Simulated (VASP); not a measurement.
# MnO2 (P-3m1) in VASP: a series of runs

MnO2 is run at these levels: PBEsol, r2SCAN; tasks: single point.

Program: VASP 6.6.1. These are calculated values, not measurements. Logs are shortened: lines on timing, memory, paths and dates and some standing lists are left out, and cuts for length are marked.

### Step 1. The cell of the first run

The structure is trigonal, space group P-3m1 (No. 164). Conventional cell: a = 2.894 Å, b = 2.894 Å, c = 4.662 Å, α = 90.00°, β = 90.00°, γ = 120.00°. Mn (site symmetry -3m) has 6 O at 1.93 Å within 2.6 Å. O (site symmetry 3m) has 3 Mn at 1.93 Å and 3 O at 2.55 Å within 2.6 Å.

### Step 2. Single point, PBEsol, collinear spin, ferromagnetic start

File INCAR:

```
PREC     = Accurate       # precision mode
ENCUT    = 520            # plane-wave cutoff, eV
EDIFF    = 1E-7           # SCF threshold, eV
ISMEAR   = -1             # smearing method
SIGMA    = 0.05           # smearing width, eV
LREAL    = False          # projectors in reciprocal space
LASPH    = True           # aspherical terms in the spheres
NELM     = 150            # most SCF steps
ALGO     = Normal         # electronic algorithm
ISIF     = 2              # what is computed and relaxed
LWAVE    = False          # write WAVECAR
LCHARG   = False          # write CHGCAR
ISPIN    = 2              # spin polarisation
MAGMOM   = 4 0 0          # initial moments
LORBIT   = 11             # projections on sites
LMAXMIX  = 4              # l up to which the mixer works
GGA      = PS             # functional
NBANDS   = 24             # bands
```

File KPOINTS:

```
regular mesh
0
Gamma
  11 11 6
```

File POSCAR:

```
MnO2
1.0
    2.8941690462      0.0000000000      0.0000000000
   -1.4470845231      2.5064239170      0.0000000000
    0.0000000000      0.0000000000      4.6619253983
Mn O
1 2
Direct
    0.0000000000      0.0000000000      0.5000000000
    0.3333333333      0.6666666667      0.7062925700
    0.6666666667      0.3333333333      0.2937074300
```

Potentials or basis: VASP PAW PBE potentials, release 64 (Mn_pv, O).

On the command line:

```console
> cat potpaw_PBE.64/Mn_pv/POTCAR potpaw_PBE.64/O/POTCAR > POTCAR
> mpirun -np 1 vasp_std > vasp.out
```

OUTCAR:

```text
PREC = Accurate
   ENCUT = 520
   EDIFF = 1E-7
   ISMEAR = -1
   LREAL = False
   LASPH = True
   NELM = 150
   ISIF = 2
   ISPIN = 2
   LORBIT = 11
   GGA = PS

 ion  position               nearest neighbor table
   1  0.000  0.000  0.500-   2 1.93   3 1.93   3 1.93   2 1.93   3 1.93   2 1.93
   2  0.333  0.667  0.706-   1 1.93   1 1.93   1 1.93
   3  0.667  0.333  0.294-   1 1.93   1 1.93   1 1.93

  LATTYP: Found a hexagonal cell.
 ALAT       =     2.8941690462
 C/A-ratio  =     1.6107992739

  Lattice vectors:

 A1 = (   2.8941690462,   0.0000000000,   0.0000000000)
 A2 = (  -1.4470845231,   2.5064239170,   0.0000000000)
 A3 = (   0.0000000000,   0.0000000000,   4.6619253983)

Analysis of symmetry for initial positions (statically):
=====================================================================
 Subroutine PRICEL returns:
 Original cell was already a primitive cell.

 Routine SETGRP: Setting up the symmetry group for a
 hexagonal supercell.

 Subroutine GETGRP returns: Found 12 space group operations
 (whereof 12 operations were pure point group operations)
 out of a pool of 24 trial point group operations.

The static configuration has the point symmetry D_3d.

Analysis of symmetry for dynamics (positions and initial velocities):
=====================================================================
 Subroutine PRICEL returns:
 Original cell was already a primitive cell.

 Routine SETGRP: Setting up the symmetry group for a
 hexagonal supercell.

 Subroutine GETGRP returns: Found 12 space group operations
 (whereof 12 operations were pure point group operations)
 out of a pool of 24 trial point group operations.

The dynamic configuration has the point symmetry D_3d.

Analysis of structural, dynamic, and magnetic symmetry:
=====================================================================
 Subroutine PRICEL returns:
 Original cell was already a primitive cell.

 Routine SETGRP: Setting up the symmetry group for a
 hexagonal supercell.

 Subroutine GETGRP returns: Found 12 space group operations
 (whereof 12 operations were pure point group operations)
 out of a pool of 24 trial point group operations.

The overall configuration has the point symmetry D_3d.

 Subroutine INISYM returns: Found 12 space group operations
 (whereof 12 operations are pure point group operations),
 and found     1 'primitive' translations

----------------------------------------------------------------------------------------

                                     Primitive cell

  volume of cell :      33.8177

  direct lattice vectors                    reciprocal lattice vectors
     2.894169046  0.000000000  0.000000000     0.345522319  0.199487404  0.000000000
    -1.447084523  2.506423917  0.000000000     0.000000000  0.398974808  0.000000000
     0.000000000  0.000000000  4.661925398     0.000000000  0.000000000  0.214503647

  length of vectors
     2.894169046  2.894169046  4.661925398     0.398974808  0.398974808  0.214503647

  position of ions in fractional coordinates (direct lattice)
     0.000000000  0.000000000  0.500000000
     0.333333333  0.666666667  0.706292570
     0.666666667  0.333333333  0.293707430

  ion indices of the primitive-cell ions
   primitive index   ion index
                 1           1
                 2           2
                 3           3

----------------------------------------------------------------------------------------

 KPOINTS: regular mesh

Automatic generation of k-mesh.
 Grid dimensions read from file:
 generate k-points for:   11   11    6

 Generating k-lattice:

  Cartesian coordinates                     Fractional coordinates (reciprocal lattice)
     0.031411120  0.018135219  0.000000000     0.090909091  0.000000000  0.000000000
     0.000000000  0.036270437  0.000000000     0.000000000  0.090909091  0.000000000
     0.000000000  0.000000000  0.035750608     0.000000000  0.000000000  0.166666667

  Length of vectors
     0.036270437  0.036270437  0.035750608

  Shift w.r.t. Gamma in fractional coordinates (k-lattice)
     0.000000000  0.000000000  0.000000000

 Subroutine IBZKPT returns following result:
 ===========================================

 Found     84 irreducible k-points:

 Following reciprocal coordinates:
            Coordinates               Weight
  0.000000  0.000000  0.000000      1.000000
  0.090909 -0.000000  0.000000      6.000000
  0.181818 -0.000000  0.000000      6.000000
  0.272727 -0.000000  0.000000      6.000000
  0.363636 -0.000000  0.000000      6.000000
  0.454545 -0.000000  0.000000      6.000000
[... 16 lines left out ...]
  0.000000  0.272727  0.166667      6.000000
  0.363636 -0.000000  0.166667      6.000000
 [... further k-points ...]
   k-points           NKPTS =     84   k-points in BZ     NKDIM =     84   number of bands    NBANDS=     24
   number of dos      NEDOS =    301   number of ions     NIONS =      3
   total plane-waves  NPLWV =  20736
   dimension x,y,z NGX =    24 NGY =   24 NGZ =   36
   dimension x,y,z NGXF=    48 NGYF=   48 NGZF=   72
   ions per type =               1   2
   NGX,Y,Z   is equivalent  to a cutoff of  13.79, 13.79, 12.84 a.u.
   NGXF,Y,Z  is equivalent  to a cutoff of  27.57, 27.57, 25.68 a.u.
 SYSTEM =  unknown system
   PREC   = accura    normal or accurate (medium, high low for compatibility)
   ISTART =      0    job   : 0-new  1-cont  2-samecut
   ICHARG =      2    charge: 1-file 2-atom 10-const
   ISPIN  =      2    spin polarized calculation?
   LNONCOLLINEAR =      F non collinear calculations
   LSORBIT =      F    spin-orbit coupling
   LASPH  =      T    aspherical Exc in radial PAW
   ENCUT  =  520.0 eV  38.22 Ry    6.18 a.u.   5.38  5.38  8.67*2*pi/ulx,y,z
   NELM   =    150;   NELMIN=  2; NELMDL= -5     # of ELM steps
   EDIFF  = 0.1E-06   stopping-criterion for ELM
   LREAL  =      F    real-space projection
   EDIFFG = 0.1E-05   stopping-criterion for IOM
   NSW    =      0    number of steps for IOM
   IBRION =     -1    ionic relax: 0-MD 1-quasi-New 2-CG
   NFREE  =      0    steps in history (QN), initial steepest desc. (CG)
   ISIF   =      2    stress and relaxation
   ISYM   =      2    0-nonsym 1-usesym 2-fastsym
   POTIM  = 0.5000    time-step for ionic-motion
   TEBEG  =    0.0;   TEEND  =   0.0 temperature during run
   PSTRESS=    0.0 pullay stress
   NELECT =      25.0000    total number of electrons
   NUPDOWN=      -1.0000    fix difference up-down
   EMIN   =  10.00;   EMAX   =-10.00  energy-range for DOS
   EFERMI =   0.00;   METHOD = LEGACY
   ISMEAR =    -1;   SIGMA  =   0.05  broadening in eV -4-tet -1-fermi 0-gaus
   EFERMI_NEDOS =   21; number of points for ismear=-14 and -15
   IALGO  =     38    algorithm
   IMIX   =      4    mixing-type and parameters
     AMIX     =   0.40;   BMIX     =  1.00
     AMIX_MAG =   1.60;   BMIX_MAG =  1.00
  volume/ion in A,a.u.               =      11.27        76.07
  Fermi-wavevector in a.u.,A,eV,Ry     =   1.480268  2.797300 29.812982  2.191192
  Thomas-Fermi vector in A             =   2.594323
   LORBIT       =     11    0 simple, 1 ext, 2 COOP (PROOUT), +10 PAW based schemes
   GGA     = PS    functional components
   LHFCALC =     F    Hartree Fock is set to
   AEXX    =    0.0000 exact exchange contribution
   IVDW    =     0    specifies the selected vdW correction
   LEPSILON=     F    determine dielectric tensor
   LRPA    =     F    only Hartree local field effects (RPA)
 spin polarized calculation
  energy-cutoff  :      520.00
  volume of cell :       33.82
 maximum number of plane-waves:       941
 NGX is ok and might be reduce to    24
   NGX = 11   NGY = 11   NGZ = 17

 number of electron      24.9999991 magnetization       3.0000730

 Free energy of the ion-electron system (eV)
  ---------------------------------------------------
  ext. energy  EPLUGINS =         0.00000000
  ---------------------------------------------------
  free energy    TOTEN  =       -25.01450803 eV

  energy without entropy =      -25.01450188  energy(sigma->0) =      -25.01450496

 E-fermi :   3.1441     XC(G=0): -10.8434

 val. band max:        2.7058876400   @ k =   0.0909  -0.0000   0.5000
 cond. band min:       3.5478634522   @ k =   0.0000   0.0000   0.5000
 fundamental gap:      0.8419758122
 Fermi energy:         3.1440964100

 spin component 1

 k-point     1 :       0.0000    0.0000    0.0000
  band No.  band energies     occupation
      1     -47.4173      1.00000
      2     -47.4173      1.00000
      3     -47.4063      1.00000
      4     -16.5498      1.00000
      5     -14.3392      1.00000
      6      -3.3365      1.00000
[... 16 lines left out ...]
     23      25.9258      0.00000
     24      26.0821      0.00000

 k-point     2 :       0.0909   -0.0000    0.0000
  band No.  band energies     occupation
      1     -47.4285      1.00000
      2     -47.4198      1.00000
      3     -47.4045      1.00000
      4     -16.4480      1.00000
      5     -14.3675      1.00000
      6      -3.2127      1.00000
[... 16 lines left out ...]
     23      26.1578      0.00000
     24      26.4946      0.00000

 k-point     3 :       0.1818   -0.0000    0.0000
  band No.  band energies     occupation
      1     -47.4583      1.00000
      2     -47.4266      1.00000
      3     -47.3996      1.00000
      4     -16.1642      1.00000
      5     -14.4459      1.00000
      6      -3.0724      1.00000
[... 16 lines left out ...]
     23      24.4366      0.00000
     24      25.9383      0.00000
[... 514 lines left out ...]
 k-point    23 :       0.0000    0.2727    0.1667
  band No.  band energies     occupation
      1     -47.4972      1.00000
      2     -47.4355      1.00000
      3     -47.3933      1.00000
      4     -15.7491      1.00000
      5     -14.5710      1.00000
      6      -3.2531      1.00000
[... 16 lines left out ...]
     23      23.2128      0.00000
     24      24.9159      0.00000

 k-point    24 :       0.3636   -0.0000    0.1667
  band No.  band energies     occupation
      1     -47.5328      1.00000
      2     -47.4437      1.00000
      3     -47.3875      1.00000
      4     -15.3212      1.00000
      5     -14.7041      1.00000
      6      -3.5014      1.00000
[... 16 lines left out ...]
     23      23.0171      0.00000
     24      25.5358      0.00000

 [... further k-points ...]

 spin component 2

 k-point     1 :       0.0000    0.0000    0.0000
  band No.  band energies     occupation
      1     -44.3425      1.00000
      2     -44.3425      1.00000
      3     -44.1750      1.00000
      4     -16.4130      1.00000
      5     -14.2539      1.00000
      6      -2.5125      1.00000
[... 16 lines left out ...]
     23      26.7848      0.00000
     24      26.8594      0.00000

 k-point     2 :       0.0909   -0.0000    0.0000
  band No.  band energies     occupation
      1     -44.3557      1.00000
      2     -44.3454      1.00000
      3     -44.1727      1.00000
      4     -16.3123      1.00000
      5     -14.2794      1.00000
      6      -2.3898      1.00000
[... 16 lines left out ...]
     23      26.9280      0.00000
     24      27.1227      0.00000

 k-point     3 :       0.1818   -0.0000    0.0000
  band No.  band energies     occupation
      1     -44.3912      1.00000
      2     -44.3533      1.00000
      3     -44.1665      1.00000
      4     -16.0322      1.00000
      5     -14.3507      1.00000
      6      -2.2318      1.00000
[... 16 lines left out ...]
     23      24.7784      0.00000
     24      26.4351      0.00000
[... 514 lines left out ...]
 k-point    23 :       0.0000    0.2727    0.1667
  band No.  band energies     occupation
      1     -44.4374      1.00000
      2     -44.3636      1.00000
      3     -44.1584      1.00000
      4     -15.6232      1.00000
      5     -14.4678      1.00000
      6      -2.4689      1.00000
[... 16 lines left out ...]
     23      24.0731      0.00000
     24      25.1715      0.00000

 k-point    24 :       0.3636   -0.0000    0.1667
  band No.  band energies     occupation
      1     -44.4795      1.00000
      2     -44.3730      1.00000
      3     -44.1510      1.00000
      4     -15.2020      1.00000
      5     -14.5947      1.00000
      6      -2.7629      1.00000
[... 16 lines left out ...]
     23      23.7640      0.00000
     24      25.6719      0.00000

 [... further k-points ...]
[... 5 lines left out ...]
  --------------------------------------------------------------------------------------
  -------------------------------------------------------------------------------------
  Total       -2.0891159     -2.0891159     -1.0797817     -0.0000000      0.0000000      0.0000000
  in kB      -98.9758791    -98.9758791    -51.1567342     -0.0000000      0.0000000      0.0000000
  external PRESSURE =     -83.0361641 kB  Pullay stress =       0.0000000 kB

 VOLUME and BASIS-vectors are now :
 -----------------------------------------------------------------------------
  energy-cutoff  :      520.00
  volume of cell :       33.82
      direct lattice vectors                 reciprocal lattice vectors
     2.894169046  0.000000000  0.000000000     0.345522319  0.199487404  0.000000000
    -1.447084523  2.506423917  0.000000000     0.000000000  0.398974808  0.000000000
     0.000000000  0.000000000  4.661925398     0.000000000  0.000000000  0.214503647

 POSITION                                       TOTAL-FORCE (eV/Angst)
 -----------------------------------------------------------------------------------
      0.00000      0.00000      2.33096        -0.000000     -0.000000      0.000000
     -0.00000      1.67095      3.29268         0.000000      0.000000     -0.609463
      1.44708      0.83547      1.36924        -0.000000     -0.000000      0.609463
 -----------------------------------------------------------------------------------
    total drift:                               -0.000000      0.000000      0.000000

  FREE ENERGIE OF THE ION-ELECTRON SYSTEM (eV)
  ---------------------------------------------------
  free  energy   TOTEN  =       -25.0145080309 eV

  energy  without entropy=      -25.0145018847  energy(sigma->0) =      -25.01450496

 total charge

# of ion       s       p       d       tot
------------------------------------------
    1        0.345   6.442   4.894  11.681
    2        1.577   3.375   0.000   4.952
    3        1.577   3.375   0.000   4.952
--------------------------------------------------
tot          3.499  13.191   4.894  21.584

 magnetization (x)

# of ion       s       p       d       tot
------------------------------------------
    1        0.030   0.039   2.806   2.875
    2        0.004   0.019   0.000   0.023
    3        0.004   0.019   0.000   0.023
--------------------------------------------------
tot          0.038   0.077   2.806   2.920
```

Wall time 2.7 min (1 thread of Intel Xeon 8259CL, shared host); peak memory 0.24 GiB.

Results:

| Property | Result |
| --- | --- |
| Free energy | -25.0145 eV |
| Pressure | -8.3 GPa |
| Largest force | 0.609 eV/Å |
| Band gap on the k mesh | 0.84 eV (least direct gap 0.91 eV) |
| Net moment | 3.00 μB per cell |
| Site moments | Mn +2.88; O +0.02 μB |
| Valence electrons inside the program's atomic spheres | Mn 11.68; O 4.95 |

Forces in eV/Å, atoms in the order of the input:
```
Mn   0.000  0.000  0.000
O    0.000  0.000 -0.609
O    0.000  0.000  0.609
```

Caveat: the cell stands under tension; the PAW data sets were made with another functional, which shifts forces and pressure a little; an odd mesh through Γ misses points on the zone boundary, where band edges can lie; a cell with one magnetic atom can't hold antiferromagnetic order, which such compounds often take.

### Step 3. Single point, r2SCAN, collinear spin, ferromagnetic start

This run uses another cell than the first one, of 10.84 Å³/atom.

File POSCAR:

```
MnO2
1.0
    2.8565781804      0.0000000000      0.0000000000
   -1.4282890902      2.4738692722      0.0000000000
    0.0000000000      0.0000000000      4.6013740589
Mn O
1 2
Direct
    0.0000000000      0.0000000000      0.5000000000
    0.3333333333      0.6666666667      0.7062925700
    0.6666666667      0.3333333333      0.2937074300
```

File INCAR.step1:

```
PREC = Accurate ; ENCUT = 520
ISMEAR = -1 ; SIGMA = 0.05
LREAL = F ; LASPH = T
NELM = 150 ; ISPIN = 2
MAGMOM = 4 0 0 ; LMAXMIX = 4
NBANDS = 24 ; GGA = PE
ALGO = Normal ; EDIFF = 1E-4
LWAVE = T ; LCHARG = F
```

File INCAR.step2:

```
PREC = Accurate ; ENCUT = 520
EDIFF = 1E-7 ; ISMEAR = -1
SIGMA = 0.05 ; LREAL = F
LASPH = T ; NELM = 150
ALGO = Normal ; ISIF = 2
LWAVE = F ; LCHARG = T
ISPIN = 2 ; MAGMOM = 4 0 0
LORBIT = 11 ; LMAXMIX = 4
METAGGA = R2SCAN ; LMIXTAU = T
LELF = T ; LVHAR = T
NBANDS = 24 ; ISTART = 1
```

KPOINTS is that of step 2.

Potentials or basis: VASP PAW PBE potentials, release 64 (Mn_pv, O).

On the command line:

```console
> cat potpaw_PBE.64/Mn_pv/POTCAR potpaw_PBE.64/O/POTCAR > POTCAR
> cp INCAR.step1 INCAR
> mpirun -np 1 vasp_std > vasp.out
> cp INCAR.step2 INCAR
> mpirun -np 1 vasp_std > vasp.out
```

Wall time 7.7 min (1 thread of Intel Xeon Platinum 8259CL at 2.50GHz (Skylake/Cascade Lake), shared host); peak memory 0.24 GiB.

The run converged. Its results:

| Item | Value |
| --- | --- |
| Free energy | -32.5323 eV |
| Pressure | 0.3 GPa |
| Largest force | 0.005 eV/Å |
| Band gap on the k mesh | 1.89 eV (least direct gap 1.99 eV) |
| Net moment | 3.00 μB per cell |
| Site moments | Mn +2.93; O +0.01 μB |
| Valence electrons inside the program's atomic spheres | Mn 11.71; O 5.03 |

Forces on the atoms (eV/Å):
```
Mn   0.000  0.000  0.000
O    0.000  0.000  0.005
O    0.000  0.000 -0.005
```

Stress tensor (GPa, compression positive):
```
0.41 0.00 0.00
0.00 0.41 0.00
0.00 0.00 0.16
```

Levels at points of the mesh, in eV from the valence-band top:
Spin up:
| k point | band 10 | band 11 | band 12 | band 13 | band 14 | band 15 | band 16 | band 17 | band 18 | band 19 |
| --- | --- | --- | --- | --- | --- | --- | --- | --- | --- | --- |
| (0.00, 0.00, 0.00) | -2.69 | -1.03 | -1.03 | -0.80 | -0.49 | 3.40 | 3.40 | 8.12 | 11.50 | 16.12 |
| (0.00, 0.00, 0.50) | -2.69 | -2.12 | -1.08 | -1.08 | -0.09 | 3.46 | 3.46 | 10.27 | 10.56 | 14.73 |
Spin down:
```csv
k point,band 8,band 9,band 10,band 11,band 12,band 13,band 14,band 15
"(0.00, 0.00, 0.00)",-4.79,-1.04,-1.04,-0.64,1.90,1.90,3.50,4.99
"(0.00, 0.00, 0.50)",-4.22,-1.99,-1.09,-1.09,1.89,1.89,3.61,5.04
```

Caveat: the PAW data sets were made with another functional, which shifts forces and pressure a little; an odd mesh through Γ misses points on the zone boundary, where band edges can lie; a cell with one magnetic atom can't hold antiferromagnetic order, which such compounds often take.

(Part 1 of 2 ends here.)
